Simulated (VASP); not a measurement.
# Pt (I4/mmm) in VASP: a series of runs, part 4 of 4

VASP 6.6.1.

### 6 Single point, PBE (16.89 Å³/atom)

This run uses another cell than the first one, of 16.89 Å³/atom.

Input file INCAR:

```
PREC = Accurate
ENCUT = 520
EDIFF = 1E-7
ISMEAR = 0
SIGMA = 0.15
LREAL = F
LASPH = T
NELM = 80
ALGO = Fast
ISIF = 2
LWAVE = F
LCHARG = F
GGA = PE
NBANDS = 11
```

Input file KPOINTS:

```
Automatic mesh
0
Gamma
  22 22 22
```

Input file POSCAR:

```
Pt
1.0
    0.0000000000      2.3162557236      1.5743590153
    2.3162557236      0.0000000000      1.5743590153
    2.3162557236      2.3162557236      0.0000000000
Pt
1
Direct
    0.0000000000      0.0000000000      0.0000000000
```

Potentials or basis: VASP PAW PBE potentials, release 64 (Pt).

Run with:

```
> cat potpaw_PBE.64/Pt/POTCAR > POTCAR
> mpirun -np 1 vasp_std > vasp.out
```

OUTCAR:

```text
PREC = Accurate
   ENCUT = 520
   EDIFF = 1E-7
   ISMEAR = 0
   LREAL = F
   LASPH = T
   NELM = 80
   ISIF = 2
   GGA = PE

 ion  position               nearest neighbor table
   1  0.000  0.000  0.000-

  LATTYP: Found a body centered tetragonal cell.
 ALAT       =     3.2756802582
 C/A-ratio  =     0.9612409583

  Lattice vectors:

 A1 = (   0.0000000000,  -2.3162557236,  -1.5743590153)
 A2 = (   0.0000000000,   2.3162557236,  -1.5743590153)
 A3 = (   2.3162557236,   0.0000000000,   1.5743590153)

Analysis of symmetry for initial positions (statically):
=====================================================================
 Subroutine PRICEL returns:
 Original cell was already a primitive cell.

 Routine SETGRP: Setting up the symmetry group for a
 body centered tetragonal supercell.

 Subroutine GETGRP returns: Found 16 space group operations
 (whereof 16 operations were pure point group operations)
 out of a pool of 16 trial point group operations.

The static configuration has the point symmetry D_4h.

Analysis of symmetry for dynamics (positions and initial velocities):
[... 170 lines left out ...]
      3       6.0281      2.00000
      4       6.0281      2.00000
      5       7.9455      2.00000
      6       8.3409      2.00000
      7      25.9029      0.00000
      8      25.9029      0.00000
      9      26.6592      0.00000
     10      34.7751      0.00000
     11      34.8257      0.00000
[... 309 lines left out ...]
 k-point    24 :      -0.4545    0.0455    0.0000
  band No.  band energies     occupation
      1       3.1914      2.00000
      2       4.6320      2.00000
      3       7.9199      2.00000
      4       7.9964      2.00000
      5       9.7480      0.00000
      6       9.8460      0.00000
      7      15.5296      0.00000
      8      22.3638      0.00000
      9      24.0845      0.00000
     10      32.2475      0.00000
     11      32.8461      0.00000

 [... further k-points ...]

------------------------ aborting loop because EDIFF is reached ----------------------------------------

  FORCE on cell =-STRESS in cart. coord.  units (eV):
  Direction    XX          YY          ZZ          XY          YZ          ZX
  --------------------------------------------------------------------------------------
  -------------------------------------------------------------------------------------
  Total       -1.2955065     -1.2955065     -1.6279964      0.0000000      0.0000000      0.0000000
  in kB     -122.8693030   -122.8693030   -154.4035393      0.0000000      0.0000000      0.0000000
  external PRESSURE =    -133.3807151 kB  Pullay stress =       0.0000000 kB

 VOLUME and BASIS-vectors are now :
 -----------------------------------------------------------------------------
  energy-cutoff  :      520.00
  volume of cell :       16.89
      direct lattice vectors                 reciprocal lattice vectors
     0.000000000  2.316255724  1.574359015    -0.215865630  0.215865630  0.317589568
     2.316255724  0.000000000  1.574359015     0.215865630 -0.215865630  0.317589568
     2.316255724  2.316255724  0.000000000     0.215865630  0.215865630 -0.317589568

 POSITION                                       TOTAL-FORCE (eV/Angst)
 -----------------------------------------------------------------------------------
      0.00000      0.00000      0.00000        -0.000000      0.000000      0.000000
 -----------------------------------------------------------------------------------
    total drift:                               -0.000000      0.000000     -0.000000

  FREE ENERGIE OF THE ION-ELECTRON SYSTEM (eV)
  ---------------------------------------------------
  free  energy   TOTEN  =        -5.9633872687 eV

  energy  without entropy=       -5.9492501621  energy(sigma->0) =       -5.95631872
```

OSZICAR:

```text
N       E                     dE             d eps       ncg     rms          rms(c)
DAV:   1     0.387831689705E+02    0.38783E+02   -0.52688E+03 18796   0.834E+02
DAV:   2    -0.572352756547E+01   -0.44507E+02   -0.42498E+02 20825   0.171E+02
DAV:   3    -0.632651605505E+01   -0.60299E+00   -0.59758E+00 21561   0.189E+01
DAV:   4    -0.632896590055E+01   -0.24498E-02   -0.24496E-02 21212   0.142E+00
DAV:   5    -0.632898740602E+01   -0.21505E-04   -0.21505E-04 21716   0.125E-01    0.900E+00
RMM:   6    -0.598916899452E+01    0.33982E+00   -0.38171E-01 18393   0.518E+00    0.479E+00
RMM:   7    -0.596561880015E+01    0.23550E-01   -0.48525E-02 19276   0.202E+00    0.225E+00
RMM:   8    -0.596363474901E+01    0.19841E-02   -0.57497E-03 19815   0.646E-01    0.505E-01
RMM:   9    -0.596337334592E+01    0.26140E-03   -0.74937E-04 20960   0.235E-01    0.374E-02
RMM:  10    -0.596338657420E+01   -0.13228E-04   -0.10739E-04 21325   0.782E-02    0.476E-02
RMM:  11    -0.596338700309E+01   -0.42889E-06   -0.11325E-05 22285   0.252E-02    0.744E-03
RMM:  12    -0.596338733435E+01   -0.33126E-06   -0.23911E-06 21099   0.102E-02    0.613E-03
RMM:  13    -0.596338726874E+01    0.65606E-07   -0.52528E-07 17758   0.472E-03
   1 F= -.59633873E+01 E0= -.59563187E+01  d E =-.141371E-01
```

stdout:

```text
POSCAR found type information on POSCAR Pt
 POSCAR found :  1 types and       1 ions
 scaLAPACK will be used
 LDA part: xc-table for (Slater+PW92), standard interpolation
 POSCAR, INCAR and KPOINTS ok, starting setup
 FFT: planning ... GRIDC
 FFT: planning ... GRID_SOFT
 FFT: planning ... GRID
 WAVECAR not read
 entering main loop
WARNING in EDDRMM: call to ZHEGV failed, returncode =   8  4     11
```

Run time: 54 s. Hardware: 1 thread of Intel Xeon 6975P-C (Granite Rapids), shared host; peak memory 0.27 GiB.

What came out:

```
Free energy            : -5.9634 eV
Pressure               : -13.3 GPa
Band gap on the k mesh : zero (bands 5 and 6 overlap by 1.92 eV)
```

Levels at points of the mesh, in eV from the Fermi level:
| k point | band 1 | band 2 | band 3 | band 4 | band 5 | band 6 | band 7 | band 8 | band 9 | band 10 |
| --- | --- | --- | --- | --- | --- | --- | --- | --- | --- | --- |
| (0.00, 0.00, 0.00) | -8.82 | -3.32 | -3.02 | -3.02 | -1.10 | -0.70 | 16.86 | 16.86 | 17.61 | 25.73 |
| (0.50, 0.00, 0.00) | -5.93 | -4.50 | -1.00 | -0.49 | 0.57 | 0.93 | 5.87 | 13.08 | 15.00 | 23.35 |
| (0.50, 0.50, 0.00) | -5.44 | -5.44 | 0.42 | 0.42 | 0.53 | 7.15 | 7.15 | 8.31 | 11.78 | 17.69 |
| (0.50, 0.00, 0.50) | -5.98 | -4.17 | -1.32 | -0.72 | 0.34 | 0.87 | 5.54 | 13.57 | 15.93 | 23.02 |

Caveat: the cell stands under tension; spin-orbit coupling is left out, which moves the levels of the heavy elements.

### 7 Single point, PBE (17.52 Å³/atom)

This run uses another cell than the first one, of 17.52 Å³/atom.

Input file INCAR:

```
SYSTEM = Pt
  ALGO = Fast
  EDIFF = 1E-7
  ENCUT = 520
  GGA = PE
  ISIF = 2
  ISMEAR = 0
  LASPH = .TRUE.
  LCHARG = .FALSE.
  LREAL = .FALSE.
  LWAVE = .FALSE.
  NBANDS = 11
  NELM = 80
  PREC = Accurate
  SIGMA = 0.15
```

Input file KPOINTS:

```
k-points
0
G
  22 22 22
  0 0 0
```

Input file POSCAR:

```
Pt
1.0
    0.0000000000      2.2849073582      1.6778074731
    2.2849073582      0.0000000000      1.6778074731
    2.2849073582      2.2849073582      0.0000000000
Pt
1
Direct
    0.0000000000      0.0000000000      0.0000000000
```

Run with:

```
> cat potpaw_PBE.64/Pt/POTCAR > POTCAR
> mpirun -np 1 vasp_std > vasp.out
```

Run time: 55 s. Hardware: 1 thread of Intel Xeon 6975P-C (Granite Rapids), shared host; peak memory 0.27 GiB.

It converged, with:

| Item | Value |
| --- | --- |
| Free energy | -5.9001 eV |
| Pressure | -18.6 GPa |
| Band gap on the k mesh | zero (bands 5 and 6 overlap by 1.82 eV) |

Stress tensor (GPa, compression positive):
```
-19.34   0.00   0.00
  0.00 -19.34   0.00
  0.00   0.00 -17.14
```

Levels at points of the mesh, in eV from the Fermi level:
| k point | band 2 | band 3 | band 4 | band 5 | band 6 | band 7 | band 8 | band 9 |
| --- | --- | --- | --- | --- | --- | --- | --- | --- |
| (0.00, 0.00, 0.00) | -3.04 | -3.04 | -2.77 | -1.01 | -0.69 | 16.65 | 17.30 | 17.30 |
| (0.50, 0.00, 0.00) | -4.05 | -1.17 | -0.58 | 0.53 | 0.82 | 5.38 | 13.36 | 15.29 |
| (0.50, 0.50, 0.00) | -5.11 | 0.36 | 0.45 | 0.45 | 6.75 | 7.81 | 7.81 | 11.28 |
| (0.50, 0.00, 0.50) | -4.34 | -0.78 | -0.49 | 0.75 | 0.88 | 5.67 | 12.89 | 14.44 |

Caveat: the cell stands under tension; spin-orbit coupling is left out, which moves the levels of the heavy elements.

### 8 Overview

```csv
cell,further INCAR settings,gap on the mesh (eV),pressure (GPa)
"a = 2.730, b = 2.730, c = 3.193 Å, angles 54.2, 54.2, 71.6°, 1 atom",ALGO = Fast; EDIFF = 1e-06; NBANDS = 11,none,2.4
"a = 2.766, b = 2.766, c = 3.153 Å, angles 55.3, 55.3, 69.5°, 1 atom",ALGO = Fast; EDIFF = 1e-06; NBANDS = 11,none,-6.5
"a = 2.766, b = 2.766, c = 3.235 Å, angles 54.2, 54.2, 71.6°, 1 atom",ALGO = Fast; EDIFF = 1e-07; NBANDS = 11,none,-6.5
"a = 2.801, b = 2.801, c = 3.192 Å, angles 55.3, 55.3, 69.5°, 1 atom",ALGO = Fast; EDIFF = 1e-07; NBANDS = 11,none,-13.3
"a = 2.801, b = 2.801, c = 3.276 Å, angles 54.2, 54.2, 71.6°, 1 atom",ALGO = Fast; EDIFF = 1e-07; NBANDS = 11,none,-13.3
"a = 2.835, b = 2.835, c = 3.231 Å, angles 55.3, 55.3, 69.5°, 1 atom",ALGO = Fast; EDIFF = 1e-07; NBANDS = 11,none,-18.6
```

Alike in all rows: task single point; level PBE; potentials or basis VASP PAW PBE potentials, release 64 (Pt); no spin polarisation; k mesh 22 × 22 × 22; cutoff (eV) 520; smearing gaussian 0.15 eV.

Caveats: spin-orbit coupling is left out, which moves the levels of the heavy elements; the cell stands under tension (at least some runs).

Total energies depend on the potentials used, so only differences within one code and one set of settings carry meaning.
